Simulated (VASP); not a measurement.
Here is a VASP 6.6.1 calculation.

File INCAR:

```
PREC = Accurate
ENCUT = 520
EDIFF = 1E-7
ISMEAR = -1
SIGMA = 0.05
LREAL = False
LASPH = True
NELM = 100
ALGO = Normal
ISIF = 2
LWAVE = False
LCHARG = False
GGA = PS
NBANDS = 8
```

KPOINTS

```
regular mesh
0
Gamma
  7 7 7
```

Contents of POSCAR:

```
Sb
1.0
    3.1600000000      0.0000000000      0.0000000000
    0.0000000000      3.1600000000      0.0000000000
    0.0000000000      0.0000000000      3.1600000000
Sb
1
Direct
    0.0000000000      0.0000000000      0.0000000000
```

Potentials or basis: VASP PAW PBE potentials, release 64 (Sb).

Launch:

```bash
$ cat potpaw_PBE.64/Sb/POTCAR > POTCAR
$ mpirun -np 1 vasp_std > vasp.out
```

Problem. Predict the pressure.

Solution. -4.8 GPa.

Caveat: the PAW data sets were made with another functional, which shifts forces and pressure a little.
